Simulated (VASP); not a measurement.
# SiO2 in VASP: a series of runs

The runs below take SiO2 through single point, relaxation of the atoms, with r2SCAN.

Everything below comes from runs of VASP 6.6.1. Logs are shortened: lines on timing, memory, paths and dates and some standing lists are left out, and cuts for length are marked.

### 1 The cell of the first run

The cell holds a sheet with vacuum, 12 atoms: a = 5.420 Å, b = 5.420 Å, c = 32.280 Å, α = 90.00°, β = 90.00°, γ = 120.00°.

### 2 Single point, r2SCAN

The input, POSCAR:

```
SiO2
1.0
    5.4200000009      0.0000000000      0.0000000000
   -2.7100000004      4.6938576893      0.0000000000
    0.0000000000      0.0000000000     32.2800001600
Si O
4 8
Direct
    0.3333333333      0.6666666667      0.3287242044
    0.3333333333      0.6666666667      0.2288966107
    0.6666666667      0.3333333333      0.3287242044
    0.6666666667      0.3333333333      0.2288966107
    0.3333333333      0.6666666667      0.2788104075
    0.6666666667      0.3333333333      0.2788104075
    0.5000000000      0.0000000000      0.3441143361
    0.5000000000      0.0000000000      0.2135064790
    0.0000000000      0.5000000000      0.3441143361
    0.0000000000      0.5000000000      0.2135064790
    0.5000000000      0.5000000000      0.3441143361
    0.5000000000      0.5000000000      0.2135064790
```

The input, INCAR.step1:

```
SYSTEM = SiO2
  PREC = Accurate
  ENCUT = 520
  ISMEAR = 0
  SIGMA = 0.02
  LREAL = .FALSE.
  LASPH = .TRUE.
  NELM = 100
  LDIPOL = .TRUE.
  IDIPOL = 3
  DIPOL = 0.5 0.5 0.279
  NBANDS = 44
  GGA = PE
  ALGO = Normal
  EDIFF = 1E-4
  LWAVE = .TRUE.
  LCHARG = .FALSE.
```

The input, INCAR.step2:

```
SYSTEM = SiO2
  PREC = Accurate
  ENCUT = 520
  EDIFF = 1E-6
  ISMEAR = 0
  SIGMA = 0.02
  LREAL = .FALSE.
  LASPH = .TRUE.
  NELM = 100
  ALGO = Normal
  ISIF = 2
  LWAVE = .FALSE.
  LCHARG = .TRUE.
  LDIPOL = .TRUE.
  IDIPOL = 3
  DIPOL = 0.5 0.5 0.279
  METAGGA = R2SCAN
  LMIXTAU = .TRUE.
  LELF = .TRUE.
  LVHAR = .TRUE.
  LVACPOTAV = .TRUE.
  NBANDS = 44
  ISTART = 1
```

The input, KPOINTS:

```
regular mesh
0
G
  4 4 1
  0 0 0
```

Potentials or basis: VASP PAW PBE potentials, release 64 (Si, O).

Started as:

```sh
$ cat potpaw_PBE.64/Si/POTCAR potpaw_PBE.64/O/POTCAR > POTCAR
$ cp INCAR.step1 INCAR
$ mpirun -np 1 vasp_std > vasp.out
$ cp INCAR.step2 INCAR
$ mpirun -np 1 vasp_std > vasp.out
```

OUTCAR:

```text
SYSTEM = SiO2
   PREC = Accurate
   ENCUT = 520
   EDIFF = 1E-6
   ISMEAR = 0
   LREAL = .FALSE.
   LASPH = .TRUE.
   NELM = 100
   ISIF = 2
   METAGGA = R2SCAN
   ISTART = 1

 ion  position               nearest neighbor table
   1  0.333  0.667  0.329-   5 1.61   7 1.64   9 1.64  11 1.64   3 3.13   3 3.13   3 3.13
   2  0.333  0.667  0.229-   5 1.61   8 1.64  10 1.64  12 1.64   4 3.13   4 3.13   4 3.13
   3  0.667  0.333  0.329-   6 1.61   7 1.64   9 1.64  11 1.64   1 3.13   1 3.13   1 3.13
   4  0.667  0.333  0.229-   6 1.61   8 1.64  10 1.64  12 1.64   2 3.13   2 3.13   2 3.13
   5  0.333  0.667  0.279-   2 1.61   1 1.61
   6  0.667  0.333  0.279-   4 1.61   3 1.61
   7  0.500  0.000  0.344-   1 1.64   3 1.64
   8  0.500  0.000  0.214-   2 1.64   4 1.64
   9  0.000  0.500  0.344-   1 1.64   3 1.64
  10  0.000  0.500  0.214-   2 1.64   4 1.64
  11  0.500  0.500  0.344-   1 1.64   3 1.64
  12  0.500  0.500  0.214-   2 1.64   4 1.64

  LATTYP: Found a hexagonal cell.
 ALAT       =     5.4200000009
 C/A-ratio  =     5.9557195857

  Lattice vectors:

 A1 = (   5.4200000009,   0.0000000000,   0.0000000000)
 A2 = (  -2.7100000004,   4.6938576893,   0.0000000000)
 A3 = (   0.0000000000,   0.0000000000,  32.2800001600)

Analysis of symmetry for initial positions (statically):
=====================================================================
 Subroutine PRICEL returns:
 Original cell was already a primitive cell.

 Routine SETGRP: Setting up the symmetry group for a
 hexagonal supercell.

 Subroutine GETGRP returns: Found 24 space group operations
 (whereof 12 operations were pure point group operations)
 out of a pool of 24 trial point group operations.

The static configuration has the point symmetry C_6v.
 The point group associated with its full space group is D_6h.

Analysis of symmetry for dynamics (positions and initial velocities):
=====================================================================
 Subroutine PRICEL returns:
 Original cell was already a primitive cell.

 Routine SETGRP: Setting up the symmetry group for a
 hexagonal supercell.

 Subroutine GETGRP returns: Found 24 space group operations
 (whereof 12 operations were pure point group operations)
 out of a pool of 24 trial point group operations.

The dynamic configuration has the point symmetry C_6v.
 The point group associated with its full space group is D_6h.

 Subroutine INISYM returns: Found 24 space group operations
 (whereof 12 operations are pure point group operations),
 and found     1 'primitive' translations

----------------------------------------------------------------------------------------

                                     Primitive cell

  volume of cell :     821.2261

  direct lattice vectors                    reciprocal lattice vectors
     5.420000001  0.000000000  0.000000000     0.184501845  0.106522190  0.000000000
    -2.710000000  4.693857689  0.000000000     0.000000000  0.213044380  0.000000000
     0.000000000  0.000000000 32.280000160     0.000000000  0.000000000  0.030978934

  length of vectors
     5.420000001  5.420000001 32.280000160     0.213044380  0.213044380  0.030978934

  position of ions in fractional coordinates (direct lattice)
     0.333333333  0.666666667  0.328724204
     0.333333333  0.666666667  0.228896611
     0.666666667  0.333333333  0.328724204
     0.666666667  0.333333333  0.228896611
     0.333333333  0.666666667  0.278810408
     0.666666667  0.333333333  0.278810408
     0.500000000  0.000000000  0.344114336
     0.500000000  0.000000000  0.213506479
     0.000000000  0.500000000  0.344114336
     0.000000000  0.500000000  0.213506479
     0.500000000  0.500000000  0.344114336
     0.500000000  0.500000000  0.213506479

  ion indices of the primitive-cell ions
   primitive index   ion index
                 1           1
                 2           2
                 3           3
                 4           4
                 5           5
                 6           6
                 7           7
                 8           8
                 9           9
                10          10
                11          11
                12          12

----------------------------------------------------------------------------------------

 KPOINTS: regular mesh

Automatic generation of k-mesh.
 Grid dimensions read from file:
 generate k-points for:    4    4    1

 Generating k-lattice:

  Cartesian coordinates                     Fractional coordinates (reciprocal lattice)
     0.046125461  0.026630547  0.000000000     0.250000000  0.000000000  0.000000000
     0.000000000  0.053261095  0.000000000     0.000000000  0.250000000  0.000000000
     0.000000000  0.000000000  0.030978934     0.000000000  0.000000000  1.000000000

  Length of vectors
     0.053261095  0.053261095  0.030978934

  Shift w.r.t. Gamma in fractional coordinates (k-lattice)
     0.000000000  0.000000000  0.000000000

 Subroutine IBZKPT returns following result:
 ===========================================

 Found      4 irreducible k-points:

 Following reciprocal coordinates:
            Coordinates               Weight
  0.000000  0.000000  0.000000      1.000000
  0.250000  0.000000  0.000000      6.000000
  0.500000  0.000000  0.000000      3.000000
  0.250000  0.250000  0.000000      6.000000
   k-points           NKPTS =      4   k-points in BZ     NKDIM =      4   number of bands    NBANDS=     44
   number of dos      NEDOS =    301   number of ions     NIONS =     12
   total plane-waves  NPLWV = 384000
   dimension x,y,z NGX =    40 NGY =   40 NGZ =  240
   dimension x,y,z NGXF=    80 NGYF=   80 NGZF=  480
   ions per type =               4   8
   NGX,Y,Z   is equivalent  to a cutoff of  12.27, 12.27, 12.36 a.u.
   NGXF,Y,Z  is equivalent  to a cutoff of  24.54, 24.54, 24.72 a.u.
 SYSTEM =  SiO2
   PREC   = accura    normal or accurate (medium, high low for compatibility)
   ISTART =      1    job   : 0-new  1-cont  2-samecut
   ICHARG =      0    charge: 1-file 2-atom 10-const
   ISPIN  =      1    spin polarized calculation?
   LNONCOLLINEAR =      F non collinear calculations
   LSORBIT =      F    spin-orbit coupling
   LASPH  =      T    aspherical Exc in radial PAW
   ENCUT  =  520.0 eV  38.22 Ry    6.18 a.u.  10.08 10.08 60.02*2*pi/ulx,y,z
   NELM   =    100;   NELMIN=  2; NELMDL=  0     # of ELM steps
   EDIFF  = 0.1E-05   stopping-criterion for ELM
   LREAL  =      F    real-space projection
   EDIFFG = 0.1E-04   stopping-criterion for IOM
   NSW    =      0    number of steps for IOM
   IBRION =     -1    ionic relax: 0-MD 1-quasi-New 2-CG
   NFREE  =      0    steps in history (QN), initial steepest desc. (CG)
   ISIF   =      2    stress and relaxation
   ISYM   =      2    0-nonsym 1-usesym 2-fastsym
   POTIM  = 0.5000    time-step for ionic-motion
   TEBEG  =    0.0;   TEEND  =   0.0 temperature during run
   PSTRESS=    0.0 pullay stress
   NELECT =      64.0000    total number of electrons
   NUPDOWN=      -1.0000    fix difference up-down
   EMIN   =  10.00;   EMAX   =-10.00  energy-range for DOS
   EFERMI =   0.00;   METHOD = LEGACY
   ISMEAR =     0;   SIGMA  =   0.02  broadening in eV -4-tet -1-fermi 0-gaus
   EFERMI_NEDOS =   21; number of points for ismear=-14 and -15
   IALGO  =     38    algorithm
   IMIX   =      4    mixing-type and parameters
     AMIX     =   0.40;   BMIX     =  1.00
     AMIX_MAG =   1.60;   BMIX_MAG =  1.00
  volume/ion in A,a.u.               =      68.44       461.83
  Fermi-wavevector in a.u.,A,eV,Ry     =   0.699274  1.321436  6.653029  0.488984
  Thomas-Fermi vector in A             =   1.783107
   LORBIT       =      0    0 simple, 1 ext, 2 COOP (PROOUT), +10 PAW based schemes
   METAGGA = R2SCAN    functional components
   LHFCALC =     F    Hartree Fock is set to
   AEXX    =    0.0000 exact exchange contribution
   IVDW    =     0    specifies the selected vdW correction
   LEPSILON=     F    determine dielectric tensor
   LRPA    =     F    only Hartree local field effects (RPA)
 non-spin polarized calculation
 Gauss-broadening in eV      SIGMA  =   0.02
  energy-cutoff  :      520.00
  volume of cell :      821.23
 maximum number of plane-waves:     22164
   NGX = 21   NGY = 21   NGZ =121

 dipolmoment           0.000000      0.000000      0.000001 electrons x Angstroem

 number of electron      64.0000026 magnetization

 dipolmoment           0.000000      0.000000     -0.000004 electrons x Angstroem

 Free energy of the ion-electron system (eV)
  ---------------------------------------------------
  ext. energy  EPLUGINS =         0.00000000
  ---------------------------------------------------
  free energy    TOTEN  =      -118.52218408 eV

  energy without entropy =     -118.52218408  energy(sigma->0) =     -118.52218408

 E-fermi :  -6.4555     XC(G=0):  -2.0133

 val. band max:       -6.6323285694   @ k =   0.0000   0.0000   0.0000
 cond. band min:      -0.4655243633   @ k =   0.0000   0.0000   0.0000
 fundamental gap:      6.1668042061
 Fermi energy:        -6.4554606929

 k-point     1 :       0.0000    0.0000    0.0000
  band No.  band energies     occupation
      1     -26.8994      2.00000
      2     -26.3177      2.00000
      3     -25.4599      2.00000
      4     -24.9491      2.00000
      5     -24.9474      2.00000
      6     -24.9474      2.00000
[... 36 lines left out ...]
     43       3.5259      0.00000
     44       3.7865      0.00000

 k-point     2 :       0.2500    0.0000    0.0000
  band No.  band energies     occupation
      1     -26.7598      2.00000
      2     -26.1714      2.00000
      3     -25.7330      2.00000
      4     -25.1497      2.00000
      5     -24.9510      2.00000
      6     -24.9351      2.00000
[... 36 lines left out ...]
     43       3.7063      0.00000
     44       3.9064      0.00000

 k-point     3 :       0.5000    0.0000    0.0000
  band No.  band energies     occupation
      1     -26.5178      2.00000
      2     -26.0737      2.00000
      3     -25.9187      2.00000
      4     -25.4714      2.00000
      5     -24.9546      2.00000
      6     -24.9385      2.00000
[... 36 lines left out ...]
     43       3.9812      0.00000
     44       3.9924      0.00000

 k-point     4 :       0.2500    0.2500    0.0000
  band No.  band energies     occupation
      1     -26.5185      2.00000
      2     -26.0723      2.00000
      3     -25.9200      2.00000
      4     -25.4681      2.00000
      5     -24.9567      2.00000
      6     -24.9406      2.00000
[... 36 lines left out ...]
     43       3.7765      0.00000
     44       3.8618      0.00000

------------------------ aborting loop because EDIFF is reached ----------------------------------------

 vacuum level on the upper side and lower side of the slab       (xc-potential included)        -0.030        -0.031

  FORCE on cell =-STRESS in cart. coord.  units (eV):
  Direction    XX          YY          ZZ          XY          YZ          ZX
  --------------------------------------------------------------------------------------
  -------------------------------------------------------------------------------------
  Total      -12.1156175    -12.1156175      0.0854731     -0.0000000     -0.0000000      0.0000000
  in kB      -23.6370571    -23.6370571      0.1667544     -0.0000000     -0.0000000      0.0000000
  external PRESSURE =     -15.7024533 kB  Pullay stress =       0.0000000 kB

 VOLUME and BASIS-vectors are now :
 -----------------------------------------------------------------------------
  energy-cutoff  :      520.00
  volume of cell :      821.23
      direct lattice vectors                 reciprocal lattice vectors
     5.420000001  0.000000000  0.000000000     0.184501845  0.106522190  0.000000000
    -2.710000000  4.693857689  0.000000000     0.000000000  0.213044380  0.000000000
     0.000000000  0.000000000 32.280000160     0.000000000  0.000000000  0.030978934

 POSITION                                       TOTAL-FORCE (eV/Angst)
 -----------------------------------------------------------------------------------
     -0.00000      3.12924     10.61122         0.000000      0.000000      0.061009
     -0.00000      3.12924      7.38878         0.000000     -0.000000     -0.061009
      2.71000      1.56462     10.61122        -0.000000      0.000000      0.061009
      2.71000      1.56462      7.38878        -0.000000      0.000000     -0.061009
     -0.00000      3.12924      9.00000        -0.000000     -0.000000     -0.000000
      2.71000      1.56462      9.00000         0.000000     -0.000000     -0.000000
      2.71000      0.00000     11.10801        -0.000000     -0.000000     -0.008530
      2.71000      0.00000      6.89199        -0.000000     -0.000000      0.008530
     -1.35500      2.34693     11.10801        -0.000000     -0.000000     -0.008530
     -1.35500      2.34693      6.89199         0.000000     -0.000000      0.008530
      1.35500      2.34693     11.10801        -0.000000     -0.000000     -0.008530
      1.35500      2.34693      6.89199        -0.000000     -0.000000      0.008530
 -----------------------------------------------------------------------------------
    total drift:                               -0.000000     -0.000001     -0.001619

  FREE ENERGIE OF THE ION-ELECTRON SYSTEM (eV)
  ---------------------------------------------------
  free  energy   TOTEN  =      -118.5221840832 eV

  energy  without entropy=     -118.5221840832  energy(sigma->0) =     -118.52218408

 vacuum level on the upper side and lower side of the slab         1.719         1.719
```

Wall time 36 min (1 thread of Intel Xeon 8259CL, shared host); peak memory 0.91 GiB.

Results:

```
Free energy                            : -118.5222 eV
Largest force                          : 0.061 eV/Å
Band gap on the k mesh                 : 6.17 eV
Ionisation potential of the upper face : 8.35 eV
```

Forces in eV/Å, atoms in the order of the input:
```
Si   0.000  0.000  0.061
Si   0.000  0.000 -0.061
Si   0.000  0.000  0.061
Si   0.000  0.000 -0.061
O    0.000  0.000  0.000
O    0.000  0.000  0.000
O    0.000  0.000 -0.009
O    0.000  0.000  0.009
O    0.000  0.000 -0.009
O    0.000  0.000  0.009
O    0.000  0.000 -0.009
O    0.000  0.000  0.009
```

Caveat: the PAW data sets were made with another functional, which shifts forces and pressure a little.

[end of part 1 of 2]
